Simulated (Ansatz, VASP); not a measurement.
**Si: VASP beside Ansatz**

```
Si
1.0
    -3.80198    0.00000    0.00000
     0.00000    0.00000   -6.28912
     0.00000   -6.58521    0.00000
Si
8
Direct
  0.50000 0.93697 0.18565
  0.00000 0.93697 0.68565
  0.00000 0.43697 0.31435
  0.50000 0.43697 0.81435
  0.50000 0.56303 0.14768
  0.00000 0.56303 0.64768
  0.00000 0.06303 0.35232
  0.50000 0.06303 0.85232
```

Change from the starting cell: mode 4 (95.0 1/cm) frozen in, largest displacement +0.125 Å.

Alike in both runs: task single point; functional LDA; k mesh 10 × 6 × 6; occupations gaussian, width 0.03 eV; no spin polarisation.

|  | VASP | Ansatz |
| --- | --- | --- |
| version | VASP 6.6.1 | Ansatz 0.2.0 |
| potentials or method | VASP PAW LDA potentials, release 64 (Si), cutoff 520 eV | scalar-relativistic, plane waves, PAW |
| valence electrons in the cell | 32 | 32 |

Ansatz gave:

| Quantity | Value |
| --- | --- |
| gap on the k mesh at the Fermi level (eV) | 0.31 |
| least direct gap on the mesh (eV) | 0.31 |
| pressure (GPa) | -0.3 |
| traceless stress, the component that is largest in VASP (GPa) | -0.53 |
| rms of the force components (eV/Å) | 0.090 |

Task: What did VASP give for the same quantities?

Result: gap on the k mesh at the Fermi level (eV): 0.31; least direct gap on the mesh (eV): 0.31; pressure (GPa): -0.3; traceless stress, the component that is largest in VASP (GPa): -0.54; rms of the force components (eV/Å): 0.090.

LDA's correlation is that of Perdew and Zunger in VASP and of Perdew and Wang (1992) in Ansatz. Atom by atom the forces differ by 0.000 eV/Å (rms over components).
